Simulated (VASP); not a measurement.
MnCu, 2 atoms in the cell. It takes space group R-3m (No. 166, trigonal). The conventional cell has a = 2.557 Å, b = 2.557 Å, c = 12.927 Å, α = 90.00°, β = 90.00°, γ = 120.00°. Within 3.4 Å of Mn (site symmetry -3m) lie 6 Mn at 2.56 Å and 6 Cu at 2.61 Å. Within 3.4 Å of Cu (site symmetry -3m) lie 6 Cu at 2.56 Å and 6 Mn at 2.61 Å. 

- Program: VASP 6.6.1
- Task: single point
- Functional: PBE
- Potentials or basis: VASP PAW PBE potentials, release 64 (Mn_pv, Cu)
- Cutoff: 520 eV
- k mesh: 18 × 18 × 18
- Occupations: gaussian, width 0.1 eV
- Spin: collinear spin, ferromagnetic start
- Starting moments: [5.0, 0.0] μB
- Dipole correction: no
- Further INCAR settings: ALGO = Normal; EDIFF = 1e-07; NBANDS = 23

Potentials or basis: VASP PAW PBE potentials, release 64 (Mn_pv, Cu).

Launch:

```bash
$ cat potpaw_PBE.64/Mn_pv/POTCAR potpaw_PBE.64/Cu/POTCAR > POTCAR
$ mpirun -np 1 vasp_std > vasp.out
```

Hardware: 1 thread of Oxide Virtual Turin-like Processor (shared host).

Question: Estimate the wall time of this run.

Answer: It took 46 min on 1 thread of Oxide Virtual Turin-like Processor, with other jobs on the host, peak memory 0.59 GiB. Counts: scf iterations 18, k points 580.
